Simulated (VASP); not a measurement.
**Cu: single point with PBEsol**

The system is Cu.

```
Cu
1.0
    -0.12471    1.78164    1.78164
     1.78164   -0.12471    1.78164
     1.65693    1.65693    0.00000
Cu
1
Direct
  0.00000 0.00000 0.00000
```

This cell differs from its parent crystal: engineering shear strain xy -0.1400, strain +e along x and -e along y +0.0000.

```json
{
  "Program": "VASP 6.6.1",
  "Task": "single point",
  "Functional": "PBEsol",
  "Potentials or basis": "VASP PAW PBE potentials, release 64 (Cu)",
  "Cutoff": "520 eV",
  "k mesh": "22 × 22 × 22",
  "Occupations": "gaussian, width 0.15 eV",
  "Spin": "no spin polarisation",
  "Dipole correction": "no",
  "Further INCAR settings": "ALGO = Fast; EDIFF = 1e-06; NBANDS = 12"
}
```

- Pressure: 5.0 GPa
- Band gap on the k mesh: zero (an odd number of electrons rules out a gap without spin polarisation)

Stress tensor (GPa, compression positive):
```
 7.17 14.24  0.00
14.24  7.17  0.00
 0.00  0.00  0.74
```

Levels at points of the mesh, in eV from the Fermi level:
| k point | band 3 | band 4 | band 5 | band 6 | band 7 | band 8 | band 9 | band 10 |
| --- | --- | --- | --- | --- | --- | --- | --- | --- |
| (0.00, 0.00, 0.00) | -3.45 | -2.77 | -2.22 | -2.19 | 21.41 | 22.64 | 25.72 | 27.46 |
| (0.50, 0.00, 0.00) | -2.79 | -1.91 | -1.79 | -1.59 | 3.07 | 21.27 | 24.72 | 25.71 |
| (0.50, 0.50, 0.00) | -1.66 | -1.53 | -1.50 | 1.38 | 7.40 | 10.24 | 16.31 | 17.13 |
| (0.00, 0.00, 0.50) | -2.93 | -1.77 | -1.50 | -0.45 | 5.07 | 19.83 | 20.48 | 23.13 |
| (0.50, 0.00, 0.50) | -1.83 | -1.58 | -1.40 | 1.54 | 7.60 | 13.51 | 13.52 | 18.15 |

Run time: 2.2 min on 1 thread of AMD EPYC 9R45 96-Core Processor (Zen 5), with other jobs on the host, peak memory 0.26 GiB.

Caveat: the cell differs from its parent crystal (engineering shear strain xy -0.1400, strain +e along x and -e along y +0.0000); the stress differs along the axes, from 1 to 7 GPa; the PAW data sets were made with another functional, which shifts forces and pressure a little.
